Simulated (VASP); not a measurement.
# YPb3 (Pm-3m) in VASP: electric field gradients with LDA

Aim: the electric field gradients of YPb3 with LDA.

All numbers are computed with VASP 6.6.1; they aren't measurements. Logs are shortened: lines on timing, memory, paths and dates and some standing lists are left out, and cuts for length are marked.

### Step 1. The cell of the first run

Symmetry: Pm-3m, No. 221, cubic system. The conventional cell has a = 4.862 Å, b = 4.862 Å, c = 4.862 Å, α = 90.00°, β = 90.00°, γ = 90.00°. Y (site symmetry m-3m) has 12 Pb at 3.44 Å within 4.5 Å. Pb (site symmetry 4/mmm) has 4 Y at 3.44 Å and 8 Pb at 3.44 Å within 4.5 Å.

### Step 2. Electric field gradients, LDA

Contents of INCAR:

```
SYSTEM = YPb3
  PREC = Accurate
  ENCUT = 520
  EDIFF = 1E-8
  ISMEAR = -1
  SIGMA = 0.08
  LREAL = .False.
  LASPH = .True.
  NELM = 60
  ALGO = Normal
  ISIF = 2
  LWAVE = .False.
  LCHARG = .False.
  LEFG = .True.
  NBANDS = 34
```

Contents of KPOINTS:

```
Automatic mesh
0
Gamma
  8 8 8
  0 0 0
```

Contents of POSCAR:

```
YPb3
1.0
    4.8624544500      0.0000000000      0.0000000000
    0.0000000000      4.8624544500      0.0000000000
    0.0000000000      0.0000000000      4.8624544500
Y Pb
1 3
Direct
    0.0000000000      0.0000000000      0.0000000000
    0.5000000000      0.5000000000      0.0000000000
    0.5000000000      0.0000000000      0.5000000000
    0.0000000000      0.5000000000      0.5000000000
```

Potentials or basis: VASP PAW LDA potentials, release 64 (Y_sv, Pb_d).

Run with:

```bash
cat potpaw_LDA.64/Y_sv/POTCAR potpaw_LDA.64/Pb_d/POTCAR > POTCAR
mpirun -np 1 vasp_std > vasp.out
```

OUTCAR:

```text
SYSTEM = YPb3
   PREC = Accurate
   ENCUT = 520
   EDIFF = 1E-8
   ISMEAR = -1
   LREAL = .False.
   LASPH = .True.
   NELM = 60
   ISIF = 2

 ion  position               nearest neighbor table
   1  0.000  0.000  0.000-   2 3.44   3 3.44   4 3.44   3 3.44   4 3.44   2 3.44   4 3.44   4 3.44
                             2 3.44   3 3.44   3 3.44   2 3.44
   2  0.500  0.500  0.000-   1 3.44   3 3.44   4 3.44   3 3.44   4 3.44   1 3.44   3 3.44   3 3.44
                             1 3.44   4 3.44   4 3.44   1 3.44
   3  0.500  0.000  0.500-   1 3.44   2 3.44   4 3.44   1 3.44   2 3.44   2 3.44   4 3.44   2 3.44
                             1 3.44   4 3.44   1 3.44   4 3.44
   4  0.000  0.500  0.500-   1 3.44   2 3.44   3 3.44   1 3.44   2 3.44   1 3.44   3 3.44   1 3.44
                             2 3.44   3 3.44   2 3.44   3 3.44

  LATTYP: Found a simple cubic cell.
 ALAT       =     4.8624544500

  Lattice vectors:

 A1 = (   4.8624544500,   0.0000000000,   0.0000000000)
 A2 = (   0.0000000000,   4.8624544500,   0.0000000000)
 A3 = (   0.0000000000,   0.0000000000,   4.8624544500)

Analysis of symmetry for initial positions (statically):
=====================================================================
 Subroutine PRICEL returns:
 Original cell was already a primitive cell.

 Routine SETGRP: Setting up the symmetry group for a
 simple cubic supercell.

 Subroutine GETGRP returns: Found 48 space group operations
 (whereof 48 operations were pure point group operations)
 out of a pool of 48 trial point group operations.

The static configuration has the point symmetry O_h .

Analysis of symmetry for dynamics (positions and initial velocities):
=====================================================================
 Subroutine PRICEL returns:
 Original cell was already a primitive cell.

 Routine SETGRP: Setting up the symmetry group for a
 simple cubic supercell.

 Subroutine GETGRP returns: Found 48 space group operations
 (whereof 48 operations were pure point group operations)
 out of a pool of 48 trial point group operations.

The dynamic configuration has the point symmetry O_h .

 Subroutine INISYM returns: Found 48 space group operations
 (whereof 48 operations are pure point group operations),
 and found     1 'primitive' translations

----------------------------------------------------------------------------------------

                                     Primitive cell

  volume of cell :     114.9653

  direct lattice vectors                    reciprocal lattice vectors
     4.862454450  0.000000000  0.000000000     0.205657454  0.000000000  0.000000000
     0.000000000  4.862454450  0.000000000     0.000000000  0.205657454  0.000000000
     0.000000000  0.000000000  4.862454450     0.000000000  0.000000000  0.205657454

  length of vectors
     4.862454450  4.862454450  4.862454450     0.205657454  0.205657454  0.205657454

  position of ions in fractional coordinates (direct lattice)
     0.000000000  0.000000000  0.000000000
     0.500000000  0.500000000  0.000000000
     0.500000000  0.000000000  0.500000000
     0.000000000  0.500000000  0.500000000

  ion indices of the primitive-cell ions
   primitive index   ion index
                 1           1
                 2           2
                 3           3
                 4           4

----------------------------------------------------------------------------------------

 KPOINTS: Automatic mesh

Automatic generation of k-mesh.
 Grid dimensions read from file:
 generate k-points for:    8    8    8

 Generating k-lattice:

  Cartesian coordinates                     Fractional coordinates (reciprocal lattice)
     0.025707182  0.000000000  0.000000000     0.125000000  0.000000000  0.000000000
     0.000000000  0.025707182  0.000000000     0.000000000  0.125000000  0.000000000
     0.000000000  0.000000000  0.025707182     0.000000000  0.000000000  0.125000000

  Length of vectors
     0.025707182  0.025707182  0.025707182

  Shift w.r.t. Gamma in fractional coordinates (k-lattice)
     0.000000000  0.000000000  0.000000000

 Subroutine IBZKPT returns following result:
 ===========================================

 Found     35 irreducible k-points:

 Following reciprocal coordinates:
            Coordinates               Weight
  0.000000  0.000000  0.000000      1.000000
  0.125000  0.000000  0.000000      6.000000
  0.250000  0.000000  0.000000      6.000000
  0.375000  0.000000  0.000000      6.000000
  0.500000  0.000000  0.000000      3.000000
  0.125000  0.125000  0.000000     12.000000
[... 16 lines left out ...]
  0.375000  0.375000  0.125000     24.000000
  0.500000  0.375000  0.125000     24.000000
 [... further k-points ...]
   k-points           NKPTS =     35   k-points in BZ     NKDIM =     35   number of bands    NBANDS=     34
   number of dos      NEDOS =    301   number of ions     NIONS =      4
   total plane-waves  NPLWV =  46656
   dimension x,y,z NGX =    36 NGY =   36 NGZ =   36
   dimension x,y,z NGXF=    72 NGYF=   72 NGZF=   72
   ions per type =               1   3
   NGX,Y,Z   is equivalent  to a cutoff of  12.31, 12.31, 12.31 a.u.
   NGXF,Y,Z  is equivalent  to a cutoff of  24.62, 24.62, 24.62 a.u.
 SYSTEM =  YPb3
   PREC   = accura    normal or accurate (medium, high low for compatibility)
   ISTART =      0    job   : 0-new  1-cont  2-samecut
   ICHARG =      2    charge: 1-file 2-atom 10-const
   ISPIN  =      1    spin polarized calculation?
   LNONCOLLINEAR =      F non collinear calculations
   LSORBIT =      F    spin-orbit coupling
   LASPH  =      T    aspherical Exc in radial PAW
   ENCUT  =  520.0 eV  38.22 Ry    6.18 a.u.   9.04  9.04  9.04*2*pi/ulx,y,z
   NELM   =     60;   NELMIN=  2; NELMDL= -5     # of ELM steps
   EDIFF  = 0.1E-07   stopping-criterion for ELM
   LREAL  =      F    real-space projection
   EDIFFG = 0.1E-06   stopping-criterion for IOM
   NSW    =      0    number of steps for IOM
   IBRION =     -1    ionic relax: 0-MD 1-quasi-New 2-CG
   NFREE  =      0    steps in history (QN), initial steepest desc. (CG)
   ISIF   =      2    stress and relaxation
   ISYM   =      2    0-nonsym 1-usesym 2-fastsym
   POTIM  = 0.5000    time-step for ionic-motion
   TEBEG  =    0.0;   TEEND  =   0.0 temperature during run
   PSTRESS=    0.0 pullay stress
   NELECT =      53.0000    total number of electrons
   NUPDOWN=      -1.0000    fix difference up-down
   EMIN   =  10.00;   EMAX   =-10.00  energy-range for DOS
   EFERMI =   0.00;   METHOD = LEGACY
   ISMEAR =    -1;   SIGMA  =   0.08  broadening in eV -4-tet -1-fermi 0-gaus
   EFERMI_NEDOS =   21; number of points for ismear=-14 and -15
   IALGO  =     38    algorithm
   IMIX   =      4    mixing-type and parameters
     AMIX     =   0.40;   BMIX     =  1.00
     AMIX_MAG =   1.60;   BMIX_MAG =  1.00
  volume/ion in A,a.u.               =      28.74       193.96
  Fermi-wavevector in a.u.,A,eV,Ry     =   1.264672  2.389884 21.761094  1.599395
  Thomas-Fermi vector in A             =   2.397965
   LORBIT       =      0    0 simple, 1 ext, 2 COOP (PROOUT), +10 PAW based schemes
   GGA     = CA    functional components
   LHFCALC =     F    Hartree Fock is set to
   AEXX    =    0.0000 exact exchange contribution
   IVDW    =     0    specifies the selected vdW correction
   LEPSILON=     F    determine dielectric tensor
   LRPA    =     F    only Hartree local field effects (RPA)
 non-spin polarized calculation
  energy-cutoff  :      520.00
  volume of cell :      114.97
 maximum number of plane-waves:      3136
   NGX = 19   NGY = 19   NGZ = 19

 number of electron      53.0000023 magnetization

 Free energy of the ion-electron system (eV)
  ---------------------------------------------------
  ext. energy  EPLUGINS =         0.00000000
  ---------------------------------------------------
  free energy    TOTEN  =       -21.12940404 eV

  energy without entropy =      -21.08337848  energy(sigma->0) =      -21.10639126

 E-fermi :   6.8094     XC(G=0): -10.5764

 val. band max:        6.8091381356   @ k =   0.2500   0.1250   0.0000
 cond. band min:       6.8529533596   @ k =   0.3750   0.1250   0.1250
 fundamental gap:      0.0438152240
 Fermi energy:         6.8093967455

 k-point     1 :       0.0000    0.0000    0.0000
  band No.  band energies     occupation
      1     -36.5426      2.00000
      2     -16.6392      2.00000
      3     -16.6392      2.00000
      4     -16.6392      2.00000
      5     -10.2911      2.00000
      6     -10.2911      2.00000
[... 26 lines left out ...]
     33       8.7453      0.00000
     34       8.7453      0.00000

 k-point     2 :       0.1250    0.0000    0.0000
  band No.  band energies     occupation
      1     -36.5426      2.00000
      2     -16.6424      2.00000
      3     -16.6396      2.00000
      4     -16.6396      2.00000
      5     -10.2882      2.00000
      6     -10.2743      2.00000
[... 26 lines left out ...]
     33       9.4066      0.00000
     34       9.8576      0.00000

 k-point     3 :       0.2500    0.0000    0.0000
  band No.  band energies     occupation
      1     -36.5425      2.00000
      2     -16.6501      2.00000
      3     -16.6404      2.00000
      4     -16.6404      2.00000
      5     -10.2808      2.00000
      6     -10.2354      2.00000
[... 26 lines left out ...]
     33       9.8473      0.00000
     34       9.8473      0.00000
[... 704 lines left out ...]
 k-point    23 :       0.3750    0.3750    0.1250
  band No.  band energies     occupation
      1     -36.5420      2.00000
      2     -16.6548      2.00000
      3     -16.6530      2.00000
      4     -16.6443      2.00000
      5     -10.1934      2.00000
      6     -10.1653      2.00000
[... 26 lines left out ...]
     33      10.5467      0.00000
     34      11.2295      0.00000

 k-point    24 :       0.5000    0.3750    0.1250
  band No.  band energies     occupation
      1     -36.5420      2.00000
      2     -16.6559      2.00000
      3     -16.6534      2.00000
      4     -16.6445      2.00000
      5     -10.1737      2.00000
      6     -10.1578      2.00000
[... 26 lines left out ...]
     33      10.3186      0.00000
     34      11.5905      0.00000

 [... further k-points ...]

------------------------ aborting loop because EDIFF is reached ----------------------------------------

  FORCE on cell =-STRESS in cart. coord.  units (eV):
  Direction    XX          YY          ZZ          XY          YZ          ZX
  --------------------------------------------------------------------------------------
  -------------------------------------------------------------------------------------
  Total       -2.5210639     -2.5210639     -2.5210639      0.0000000     -0.0000000      0.0000000
  in kB      -35.1340157    -35.1340157    -35.1340157      0.0000000     -0.0000000      0.0000000
  external PRESSURE =     -35.1340157 kB  Pullay stress =       0.0000000 kB

 VOLUME and BASIS-vectors are now :
 -----------------------------------------------------------------------------
  energy-cutoff  :      520.00
  volume of cell :      114.97
      direct lattice vectors                 reciprocal lattice vectors
     4.862454450  0.000000000  0.000000000     0.205657454  0.000000000  0.000000000
     0.000000000  4.862454450  0.000000000     0.000000000  0.205657454  0.000000000
     0.000000000  0.000000000  4.862454450     0.000000000  0.000000000  0.205657454

 POSITION                                       TOTAL-FORCE (eV/Angst)
 -----------------------------------------------------------------------------------
      0.00000      0.00000      0.00000         0.000000      0.000000      0.000000
      2.43123      2.43123      0.00000         0.000000      0.000000      0.000000
      2.43123      0.00000      2.43123         0.000000      0.000000      0.000000
      0.00000      2.43123      2.43123         0.000000      0.000000      0.000000
 -----------------------------------------------------------------------------------
    total drift:                                0.000000      0.000000      0.000000

  FREE ENERGIE OF THE ION-ELECTRON SYSTEM (eV)
  ---------------------------------------------------
  free  energy   TOTEN  =       -21.1294040441 eV

  energy  without entropy=      -21.0833784783  energy(sigma->0) =      -21.10639126

 Electric field gradients (V/A^2)
---------------------------------------------------------------------
 ion       V_xx      V_yy      V_zz      V_xy      V_xz      V_yz
---------------------------------------------------------------------
   1      -0.000     0.000     0.000    -0.000    -0.000     0.000
   2    -155.564  -155.564   311.127    -0.000    -0.000    -0.000
   3    -155.564   311.127  -155.564     0.000    -0.000    -0.000
   4     311.127  -155.564  -155.564    -0.000     0.000     0.000
---------------------------------------------------------------------

 Electric field gradients after diagonalization (V/A^2)
 (convention: |V_zz| > |V_xx| > |V_yy|)
----------------------------------------------------------------------
 ion       V_xx      V_yy      V_zz     asymmetry (V_yy - V_xx)/ V_zz
----------------------------------------------------------------------
   1       0.000     0.000    -0.000       0.337
   2    -155.564  -155.564   311.127       0.000
   3    -155.564  -155.564   311.127       0.000
   4    -155.564  -155.564   311.127       0.000
----------------------------------------------------------------------

           NMR quadrupolar parameters

 Cq : quadrupolar parameter    Cq=e*Q*V_zz/h
 eta: asymmetry parameters     (V_yy - V_xx)/ V_zz
 Q  : nuclear electric quadrupole moment in mb (millibarn)
----------------------------------------------------------------------
 ion       Cq(MHz)       eta       Q (mb)
----------------------------------------------------------------------
   1      -0.000       0.337       1.000
   2       0.752       0.000       1.000
   3       0.752       0.000       1.000
   4       0.752       0.000       1.000
----------------------------------------------------------------------
```

It took 1.7 min on 1 thread of Intel Xeon Platinum 8259CL at 2.50GHz (Skylake/Cascade Lake), shared host; peak memory 0.26 GiB.

What came out:

* Free energy: -21.1294 eV
* Pressure: -3.5 GPa
* Band gap on the k mesh: zero (an odd number of electrons rules out a gap without spin polarisation)
* Largest electric field gradient by atom: Y +0.0; Pb +311.1 V/Å²

Levels at points of the mesh, in eV from the Fermi level:
```
           k point  band 24  band 25  band 26  band 27  band 28  band 29
(0.00, 0.00, 0.00)    -2.75    -2.75     1.34     1.34     1.36     1.36
(0.50, 0.00, 0.00)    -2.35    -1.60    -0.90    -0.03    -0.03     0.95
(0.50, 0.50, 0.00)    -1.23    -1.23    -1.09     0.22     0.22     0.40
(0.50, 0.50, 0.50)    -3.35    -3.35    -3.35     0.79     2.09     2.09
```

Electric field gradients, principal values (V/Å²):
```tsv
atom	least	middle	greatest (by size)
1 Y	0.000	0.000	0.000
2 Pb	-155.564	-155.564	311.127
3 Pb	-155.564	-155.564	311.127
4 Pb	-155.564	-155.564	311.127
```

Caveat: the cell stands under tension; without QUAD_EFG the Cq values of the log hold for a quadrupole moment of 1 mb, not for the nuclei; spin-orbit coupling is left out, which moves the levels of the heavy elements.
